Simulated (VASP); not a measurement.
The system is InAs.

```
In As
1.0
     0.00000    3.01800    3.01800
     3.01800    0.00000    3.01800
     3.01800    3.01800    0.00000
In As
1 1
Direct
  0.00000 0.00000 0.00000
  0.75000 0.75000 0.75000
```

| Property | Result |
| --- | --- |
| Program | VASP 6.6.1 |
| Task | relaxation of cell and atoms |
| Functional | revPBE |
| Dispersion | D4 |
| Potentials or basis | VASP PAW PBE potentials, release 64 (In_d, As) |
| Cutoff | 600 eV |
| k mesh | 8 × 8 × 8 |
| Occupations | fermi-dirac, width 0.05 eV |
| Spin | no spin polarisation |

At the start: pressure 2.0 GPa; volume 27.49 Å³/atom.

Problem. How do energy, volume and symmetry change on relaxing?

Solution. Over 3 steps the energy falls by 6.0 meV/atom and the volume is 28.46 Å³/atom (+3.5 %); space group F-43m (No. 216, to 0.1 Å) before and after.

The path:
```csv
step,energy change (eV),largest force (eV/Å),pressure (GPa),volume (Å³)
1,0.0000,0.0000,2.05,54.98
2,-0.0097,0.0000,-0.81,57.82
3,-0.0120,0.0000,0.02,56.92
```

Final structure:
```cif
data_structure
_symmetry_space_group_name_H-M 'P 1'
_symmetry_Int_Tables_number 1
_cell_length_a 4.3177
_cell_length_b 4.3177
_cell_length_c 4.3177
_cell_angle_alpha 60.000
_cell_angle_beta 60.000
_cell_angle_gamma 60.000
_cell_volume 56.92
loop_
_atom_site_label
_atom_site_type_symbol
_atom_site_fract_x
_atom_site_fract_y
_atom_site_fract_z
_atom_site_occupancy
In1 In 0.00000 0.00000 0.00000 1
As1 As 0.75000 0.75000 0.75000 1
```

Caveat: the PAW data sets were made with another functional, which shifts forces and pressure a little.
